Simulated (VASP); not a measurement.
A run of VASP 6.6.1 is set up as follows.

Contents of INCAR:

```
SYSTEM = ZnCu
ALGO     = Normal         ! electronic algorithm
EDIFF    = 1E-7           ! SCF threshold, eV
ENCUT    = 520            ! plane-wave cutoff, eV
ISIF     = 2              ! what is computed and relaxed
ISMEAR   = -1             ! smearing method
ISPIN    = 2              ! spin polarisation
LASPH    = .TRUE.         ! aspherical terms in the spheres
LCHARG   = .TRUE.         ! write CHGCAR
LELF     = .TRUE.         ! ELF
LMAXMIX  = 4              ! l up to which the mixer works
LORBIT   = 11             ! projections on sites
LREAL    = .FALSE.        ! projectors in reciprocal space
LVHAR    = .TRUE.       
LWAVE    = .FALSE.        ! write WAVECAR
MAGMOM   = 0 0.7          ! initial moments
NBANDS   = 22             ! bands
NELM     = 150            ! most SCF steps
PREC     = Accurate       ! precision mode
SIGMA    = 0.05           ! smearing width, eV
```

File KPOINTS:

```
k-points
0
G
  16 16 9
  0 0 0
```

The input POSCAR:

```
ZnCu
1.0
    1.4880390000     -2.1212790000      0.0000000000
    1.4880390000      2.1212790000      0.0000000000
    0.0000000000      0.0000000000      4.1407460000
Zn Cu
1 1
Direct
    0.5000000000      0.5000000000      0.5000000000
    0.0000000000      0.0000000000      0.0000000000
```

Potentials or basis: VASP PAW LDA potentials, release 64 (Zn, Cu).

Command:

```bash
$ cat potpaw_LDA.64/Zn/POTCAR potpaw_LDA.64/Cu/POTCAR > POTCAR
$ mpirun -np 1 vasp_std > vasp.out
```

Predict the net moment.

0.00 μB per cell.

Predict the pressure.

-10.6 GPa.

Stress tensor (GPa, compression positive):
```
 -9.36   0.00   0.00
  0.00 -11.08   0.00
  0.00   0.00 -11.43
```

Caveat: the cell stands under tension.
